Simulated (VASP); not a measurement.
# SiO (Pm-3m) in VASP: further runs

Runs on SiO. Level: PBEsol. Tasks: single point.

Program: VASP 6.6.1. These are calculated values, not measurements. Logs are shortened: lines on timing, memory, paths and dates and some standing lists are left out, and cuts for length are marked.

### Step 1. The cell of the first run

The structure is cubic, space group Pm-3m (No. 221). The conventional cell has a = 2.629 Å, b = 2.629 Å, c = 2.629 Å, α = 90.00°, β = 90.00°, γ = 90.00°. Si (site symmetry m-3m) has 8 O at 2.28 Å and 6 Si at 2.63 Å within 3.0 Å. Within 3.0 Å of O (site symmetry m-3m) lie 8 Si at 2.28 Å and 6 O at 2.63 Å.

### Step 2. Single point, PBEsol

Input file INCAR:

```
SYSTEM = SiO
PREC = Accurate
ENCUT = 520
EDIFF = 1E-6
ISMEAR = -1
SIGMA = 0.05
LREAL = .FALSE.
LASPH = .TRUE.
NELM = 100
ALGO = Normal
ISIF = 2
LWAVE = .FALSE.
LCHARG = .FALSE.
GGA = PS
NBANDS = 12
```

Input file KPOINTS:

```
regular mesh
0
G
  9 9 9
  0 0 0
```

Input file POSCAR:

```
SiO
1.0
    2.6292259379      0.0000000000      0.0000000000
    0.0000000000      2.6292259379      0.0000000000
    0.0000000000      0.0000000000      2.6292259379
Si O
1 1
Direct
    0.0000000000      0.0000000000      0.0000000000
    0.5000000000      0.5000000000      0.5000000000
```

Potentials or basis: VASP PAW PBE potentials, release 64 (Si, O).

Command:

```sh
$ cat potpaw_PBE.64/Si/POTCAR potpaw_PBE.64/O/POTCAR > POTCAR
$ mpirun -np 1 vasp_std > vasp.out
```

OUTCAR:

```text
SYSTEM = SiO
   PREC = Accurate
   ENCUT = 520
   EDIFF = 1E-6
   ISMEAR = -1
   LREAL = .FALSE.
   LASPH = .TRUE.
   NELM = 100
   ISIF = 2
   GGA = PS

 ion  position               nearest neighbor table
   1  0.000  0.000  0.000-   2 2.28   2 2.28   2 2.28   2 2.28   2 2.28   2 2.28   2 2.28   2 2.28

   2  0.500  0.500  0.500-   1 2.28   1 2.28   1 2.28   1 2.28   1 2.28   1 2.28   1 2.28   1 2.28

  LATTYP: Found a simple cubic cell.
 ALAT       =     2.6292259379

  Lattice vectors:

 A1 = (   2.6292259379,   0.0000000000,   0.0000000000)
 A2 = (   0.0000000000,   2.6292259379,   0.0000000000)
 A3 = (   0.0000000000,   0.0000000000,   2.6292259379)

Analysis of symmetry for initial positions (statically):
=====================================================================
 Subroutine PRICEL returns:
 Original cell was already a primitive cell.

 Routine SETGRP: Setting up the symmetry group for a
 simple cubic supercell.

 Subroutine GETGRP returns: Found 48 space group operations
 (whereof 48 operations were pure point group operations)
 out of a pool of 48 trial point group operations.

The static configuration has the point symmetry O_h .

Analysis of symmetry for dynamics (positions and initial velocities):
=====================================================================
 Subroutine PRICEL returns:
 Original cell was already a primitive cell.

 Routine SETGRP: Setting up the symmetry group for a
 simple cubic supercell.

 Subroutine GETGRP returns: Found 48 space group operations
 (whereof 48 operations were pure point group operations)
 out of a pool of 48 trial point group operations.

The dynamic configuration has the point symmetry O_h .

 Subroutine INISYM returns: Found 48 space group operations
 (whereof 48 operations are pure point group operations),
 and found     1 'primitive' translations

----------------------------------------------------------------------------------------

                                     Primitive cell

  volume of cell :      18.1754

  direct lattice vectors                    reciprocal lattice vectors
     2.629225938  0.000000000  0.000000000     0.380340079  0.000000000  0.000000000
     0.000000000  2.629225938  0.000000000     0.000000000  0.380340079  0.000000000
     0.000000000  0.000000000  2.629225938     0.000000000  0.000000000  0.380340079

  length of vectors
     2.629225938  2.629225938  2.629225938     0.380340079  0.380340079  0.380340079

  position of ions in fractional coordinates (direct lattice)
     0.000000000  0.000000000  0.000000000
     0.500000000  0.500000000  0.500000000

  ion indices of the primitive-cell ions
   primitive index   ion index
                 1           1
                 2           2

----------------------------------------------------------------------------------------

 KPOINTS: regular mesh

Automatic generation of k-mesh.
 Grid dimensions read from file:
 generate k-points for:    9    9    9

 Generating k-lattice:

  Cartesian coordinates                     Fractional coordinates (reciprocal lattice)
     0.042260009  0.000000000  0.000000000     0.111111111  0.000000000  0.000000000
     0.000000000  0.042260009  0.000000000     0.000000000  0.111111111  0.000000000
     0.000000000  0.000000000  0.042260009     0.000000000  0.000000000  0.111111111

  Length of vectors
     0.042260009  0.042260009  0.042260009

  Shift w.r.t. Gamma in fractional coordinates (k-lattice)
     0.000000000  0.000000000  0.000000000

 Subroutine IBZKPT returns following result:
 ===========================================

 Found     35 irreducible k-points:

 Following reciprocal coordinates:
            Coordinates               Weight
  0.000000  0.000000  0.000000      1.000000
  0.111111  0.000000  0.000000      6.000000
  0.222222  0.000000  0.000000      6.000000
  0.333333  0.000000  0.000000      6.000000
  0.444444  0.000000  0.000000      6.000000
  0.111111  0.111111  0.000000     12.000000
[... 16 lines left out ...]
  0.333333  0.333333  0.111111     24.000000
  0.444444  0.333333  0.111111     48.000000
 [... further k-points ...]
   k-points           NKPTS =     35   k-points in BZ     NKDIM =     35   number of bands    NBANDS=     12
   number of dos      NEDOS =    301   number of ions     NIONS =      2
   total plane-waves  NPLWV =   8000
   dimension x,y,z NGX =    20 NGY =   20 NGZ =   20
   dimension x,y,z NGXF=    40 NGYF=   40 NGZF=   40
   ions per type =               1   1
   NGX,Y,Z   is equivalent  to a cutoff of  12.65, 12.65, 12.65 a.u.
   NGXF,Y,Z  is equivalent  to a cutoff of  25.29, 25.29, 25.29 a.u.
 SYSTEM =  SiO
   PREC   = accura    normal or accurate (medium, high low for compatibility)
   ISTART =      0    job   : 0-new  1-cont  2-samecut
   ICHARG =      2    charge: 1-file 2-atom 10-const
   ISPIN  =      1    spin polarized calculation?
   LNONCOLLINEAR =      F non collinear calculations
   LSORBIT =      F    spin-orbit coupling
   LASPH  =      T    aspherical Exc in radial PAW
   ENCUT  =  520.0 eV  38.22 Ry    6.18 a.u.   4.89  4.89  4.89*2*pi/ulx,y,z
   NELM   =    100;   NELMIN=  2; NELMDL= -5     # of ELM steps
   EDIFF  = 0.1E-05   stopping-criterion for ELM
   LREAL  =      F    real-space projection
   EDIFFG = 0.1E-04   stopping-criterion for IOM
   NSW    =      0    number of steps for IOM
   IBRION =     -1    ionic relax: 0-MD 1-quasi-New 2-CG
   NFREE  =      0    steps in history (QN), initial steepest desc. (CG)
   ISIF   =      2    stress and relaxation
   ISYM   =      2    0-nonsym 1-usesym 2-fastsym
   POTIM  = 0.5000    time-step for ionic-motion
   TEBEG  =    0.0;   TEEND  =   0.0 temperature during run
   PSTRESS=    0.0 pullay stress
   NELECT =      10.0000    total number of electrons
   NUPDOWN=      -1.0000    fix difference up-down
   EMIN   =  10.00;   EMAX   =-10.00  energy-range for DOS
   EFERMI =   0.00;   METHOD = LEGACY
   ISMEAR =    -1;   SIGMA  =   0.05  broadening in eV -4-tet -1-fermi 0-gaus
   EFERMI_NEDOS =   21; number of points for ismear=-14 and -15
   IALGO  =     38    algorithm
   IMIX   =      4    mixing-type and parameters
     AMIX     =   0.40;   BMIX     =  1.00
     AMIX_MAG =   1.60;   BMIX_MAG =  1.00
  volume/ion in A,a.u.               =       9.09        61.33
  Fermi-wavevector in a.u.,A,eV,Ry     =   1.341468  2.535007 24.484172  1.799536
  Thomas-Fermi vector in A             =   2.469699
   LORBIT       =      0    0 simple, 1 ext, 2 COOP (PROOUT), +10 PAW based schemes
   GGA     = PS    functional components
   LHFCALC =     F    Hartree Fock is set to
   AEXX    =    0.0000 exact exchange contribution
   IVDW    =     0    specifies the selected vdW correction
   LEPSILON=     F    determine dielectric tensor
   LRPA    =     F    only Hartree local field effects (RPA)
 non-spin polarized calculation
  energy-cutoff  :      520.00
  volume of cell :       18.18
 maximum number of plane-waves:       499
 NGX is ok and might be reduce to    20
   NGX =  9   NGY =  9   NGZ =  9

 number of electron      10.0000000 magnetization

 number of electron       9.9999997 magnetization

 Free energy of the ion-electron system (eV)
  ---------------------------------------------------
  ext. energy  EPLUGINS =         0.00000000
  ---------------------------------------------------
  free energy    TOTEN  =       -10.96713049 eV

  energy without entropy =      -10.95974289  energy(sigma->0) =      -10.96343669

 E-fermi :  10.9929     XC(G=0): -12.5290

 val. band max:       10.9589751306   @ k =   0.4444   0.1111   0.0000
 cond. band min:      11.0521509631   @ k =   0.2222   0.2222   0.2222
 fundamental gap:      0.0931758325
 Fermi energy:        10.9928821154

 k-point     1 :       0.0000    0.0000    0.0000
  band No.  band energies     occupation
      1     -11.1236      2.00000
      2       4.5978      2.00000
      3       6.5658      2.00000
      4       6.5658      2.00000
      5       6.5658      2.00000
      6      16.2746      0.00000
      7      16.2746      0.00000
      8      20.8708      0.00000
      9      20.8708      0.00000
     10      20.8708      0.00000
     11      31.6799      0.00000
     12      31.6799      0.00000

 k-point     2 :       0.1111    0.0000    0.0000
  band No.  band energies     occupation
      1     -10.9665      2.00000
      2       3.5315      2.00000
      3       6.6608      2.00000
      4       6.6608      2.00000
      5       7.1549      2.00000
      6      16.1388      0.00000
      7      16.5057      0.00000
      8      20.6755      0.00000
      9      20.6755      0.00000
     10      21.6085      0.00000
     11      30.9038      0.00000
     12      30.9038      0.00000

 k-point     3 :       0.2222    0.0000    0.0000
  band No.  band energies     occupation
      1     -10.5283      2.00000
      2       1.6361      2.00000
      3       6.9143      2.00000
      4       6.9143      2.00000
      5       8.0590      2.00000
      6      15.3746      0.00000
      7      17.1779      0.00000
      8      20.1295      0.00000
      9      20.1295      0.00000
     10      23.8695      0.00000
     11      29.6595      0.00000
     12      29.6595      0.00000
[... 286 lines left out ...]
 k-point    23 :       0.3333    0.3333    0.1111
  band No.  band energies     occupation
      1      -8.8427      2.00000
      2       1.1159      2.00000
      3       2.8820      2.00000
      4       7.0079      2.00000
      5       9.5428      2.00000
      6      13.4123      0.00000
      7      15.2696      0.00000
      8      19.0972      0.00000
      9      22.9558      0.00000
     10      25.4173      0.00000
     11      26.7999      0.00000
     12      27.4833      0.00000

 k-point    24 :       0.4444    0.3333    0.1111
  band No.  band energies     occupation
      1      -8.4890      2.00000
      2       0.8121      2.00000
      3       2.9638      2.00000
      4       7.2890      2.00000
      5       8.2146      2.00000
      6      14.0025      0.00000
      7      14.7943      0.00000
      8      19.7708      0.00000
      9      21.8607      0.00000
     10      25.1080      0.00000
     11      26.2238      0.00000
     12      28.0372      0.00000

 [... further k-points ...]
[... 5 lines left out ...]
  --------------------------------------------------------------------------------------
  -------------------------------------------------------------------------------------
  Total        3.4181131      3.4181131      3.4181131      0.0000000      0.0000000      0.0000000
  in kB      301.3098227    301.3098227    301.3098227      0.0000000      0.0000000      0.0000000
  external PRESSURE =     301.3098227 kB  Pullay stress =       0.0000000 kB

 VOLUME and BASIS-vectors are now :
 -----------------------------------------------------------------------------
  energy-cutoff  :      520.00
  volume of cell :       18.18
      direct lattice vectors                 reciprocal lattice vectors
     2.629225938  0.000000000  0.000000000     0.380340079  0.000000000  0.000000000
     0.000000000  2.629225938  0.000000000     0.000000000  0.380340079  0.000000000
     0.000000000  0.000000000  2.629225938     0.000000000  0.000000000  0.380340079

 POSITION                                       TOTAL-FORCE (eV/Angst)
 -----------------------------------------------------------------------------------
      0.00000      0.00000      0.00000         0.000000      0.000000      0.000000
      1.31461      1.31461      1.31461         0.000000      0.000000      0.000000
 -----------------------------------------------------------------------------------
    total drift:                                0.000000      0.000000      0.000000

  FREE ENERGIE OF THE ION-ELECTRON SYSTEM (eV)
  ---------------------------------------------------
  free  energy   TOTEN  =       -10.9671304902 eV

  energy  without entropy=      -10.9597428949  energy(sigma->0) =      -10.96343669
```

Run time: 2.9 s. Hardware: 1 thread of Intel Xeon 6975P-C (Granite Rapids), shared host; peak memory 0.12 GiB.

Results:

| Quantity | Value |
| --- | --- |
| Free energy | -10.9671 eV |
| Pressure | 30.1 GPa |
| Band gap on the k mesh | zero (band 5 reaches 11.42 eV, above the bottom of band 6 at 9.94 eV) |

Caveat: the PAW data sets were made with another functional, which shifts forces and pressure a little.

### Step 3. Single point, PBEsol

This run uses another cell than the first one, of 10.01 Å³/atom, 1.101 times its volume.

Input file INCAR:

```
PREC = Accurate
ENCUT = 520
EDIFF = 1E-6
ISMEAR = -1
SIGMA = 0.05
LREAL = False
LASPH = True
NELM = 60
ALGO = Normal
ISIF = 2
LWAVE = False
LCHARG = True
GGA = PS
LELF = True
LVHAR = True
NBANDS = 12
```

Input file KPOINTS:

```
regular mesh
0
Gamma
  9 9 9
```

Input file POSCAR:

```
SiO
1.0
    2.7149412265      0.0000000000      0.0000000000
    0.0000000000      2.7149412265      0.0000000000
    0.0000000000      0.0000000000      2.7149412265
Si O
1 1
Direct
    0.0000000000      0.0000000000      0.0000000000
    0.5000000000      0.5000000000      0.5000000000
```

Potentials or basis: VASP PAW PBE potentials, release 64 (Si, O).

Command:

```sh
$ cat potpaw_PBE.64/Si/POTCAR potpaw_PBE.64/O/POTCAR > POTCAR
$ mpirun -np 1 vasp_std > vasp.out
```

Run time: 3.3 s. Hardware: 1 thread of Intel Xeon 6975P-C (Granite Rapids), shared host; peak memory 0.12 GiB.

The run converged. Its results:

- Free energy: -11.1922 eV
- Pressure: 10.0 GPa
- Band gap on the k mesh: zero (band 5 reaches 9.70 eV, above the bottom of band 6 at 8.66 eV)

Levels at points of the mesh, in eV from the Fermi level:
```tsv
k point	band 2	band 3	band 4	band 5	band 6	band 7	band 8	band 9
(0.00, 0.00, 0.00)	-6.70	-3.87	-3.87	-3.87	5.56	5.56	8.95	8.95
```

Caveat: the PAW data sets were made with another functional, which shifts forces and pressure a little.

### Step 4. Single point, PBEsol

This run uses another cell than the first one, of 9.50 Å³/atom, 1.046 times its volume.

Input file INCAR:

```
ALGO = Normal ; EDIFF = 1E-6
ENCUT = 520 ; GGA = PS
ISIF = 2 ; ISMEAR = -1
LASPH = True ; LCHARG = False
LREAL = False ; LWAVE = False
NBANDS = 12 ; NELM = 60
PREC = Accurate ; SIGMA = 0.05
```

Input file KPOINTS:

```
k-points
0
Gamma
  9 9 9
```

Input file POSCAR:

```
SiO
1.0
    2.6685991656      0.0000000000      0.0000000000
    0.0000000000      2.6685991656      0.0000000000
    0.0000000000      0.0000000000      2.6685991656
Si O
1 1
Direct
    0.0000000000      0.0000000000      0.0000000000
    0.5000000000      0.5000000000      0.5000000000
```

Command:

```sh
$ cat potpaw_PBE.64/Si/POTCAR potpaw_PBE.64/O/POTCAR > POTCAR
$ mpirun -np 1 vasp_std > vasp.out
```

Wall time 2.9 s (1 thread of Intel Xeon 6975P-C (Granite Rapids), shared host); peak memory 0.12 GiB.

Results (log left out):

```
Free energy            : -11.0972 eV
Pressure               : 20.1 GPa
Band gap on the k mesh : zero (band 5 reaches 10.60 eV, above the bottom of band 6 at 9.34 eV)
```

Levels at points of the mesh, in eV from the Fermi level:
| k point | band 2 | band 3 | band 4 | band 5 | band 6 | band 7 | band 8 | band 9 |
| --- | --- | --- | --- | --- | --- | --- | --- | --- |
| (0.00, 0.00, 0.00) | -6.52 | -4.14 | -4.14 | -4.14 | 5.44 | 5.44 | 9.46 | 9.46 |

Caveat: the PAW data sets were made with another functional, which shifts forces and pressure a little.

### Step 5. Single point, PBEsol

This run uses another cell than the first one, of 10.66 Å³/atom, 1.173 times its volume.

Input file INCAR:

```
SYSTEM = SiO
PREC = Accurate
ENCUT = 520
EDIFF = 1E-6
ISMEAR = -1
SIGMA = 0.05
LREAL = .FALSE.
LASPH = .TRUE.
NELM = 100
ALGO = Normal
ISIF = 2
LWAVE = .FALSE.
LCHARG = .FALSE.
GGA = PS
NBANDS = 12
```

Input file KPOINTS:

```
Automatic mesh
0
G
  9 9 9
  0 0 0
```

Input file POSCAR:

```
SiO
1.0
    2.7729158194      0.0000000000      0.0000000000
    0.0000000000      2.7729158194      0.0000000000
    0.0000000000      0.0000000000      2.7729158194
Si O
1 1
Direct
    0.0000000000      0.0000000000      0.0000000000
    0.5000000000      0.5000000000      0.5000000000
```

Command:

```sh
$ cat potpaw_PBE.64/Si/POTCAR potpaw_PBE.64/O/POTCAR > POTCAR
$ mpirun -np 1 vasp_std > vasp.out
```

Wall time 3.1 s (1 thread of Intel Xeon 6975P-C (Granite Rapids), shared host); peak memory 0.13 GiB.

Results (log left out):

| Property | Result |
| --- | --- |
| Free energy | -11.2326 eV |
| Pressure | 0.1 GPa |
| Band gap on the k mesh | zero (band 5 reaches 8.65 eV, above the bottom of band 6 at 7.88 eV) |

Levels at points of the mesh, in eV from the Fermi level:
| k point | band 1 | band 2 | band 3 | band 4 | band 5 | band 6 | band 7 | band 8 | band 9 | band 10 |
| --- | --- | --- | --- | --- | --- | --- | --- | --- | --- | --- |
| (0.00, 0.00, 0.00) | -20.27 | -6.88 | -3.55 | -3.55 | -3.55 | 5.72 | 5.72 | 8.37 | 8.37 | 8.37 |

Caveat: the PAW data sets were made with another functional, which shifts forces and pressure a little.

### Step 6. Summary

| cell | gap on the mesh (eV) | pressure (GPa) |
| --- | --- | --- |
| a = 2.629 Å, 2 atoms | none | 30.1 |
| a = 2.715 Å, 2 atoms | none | 10.0 |
| a = 2.669 Å, 2 atoms | none | 20.1 |
| a = 2.773 Å, 2 atoms | none | 0.1 |

Alike in all rows: task single point; level PBEsol; potentials or basis VASP PAW PBE potentials, release 64 (Si, O); no spin polarisation; k mesh 9 × 9 × 9; cutoff (eV) 520; smearing fermi-dirac 0.05 eV.

Caveats: the PAW data sets were made with another functional, which shifts forces and pressure a little.

Total energies depend on the potentials used, so only differences within one code and one set of settings carry meaning.
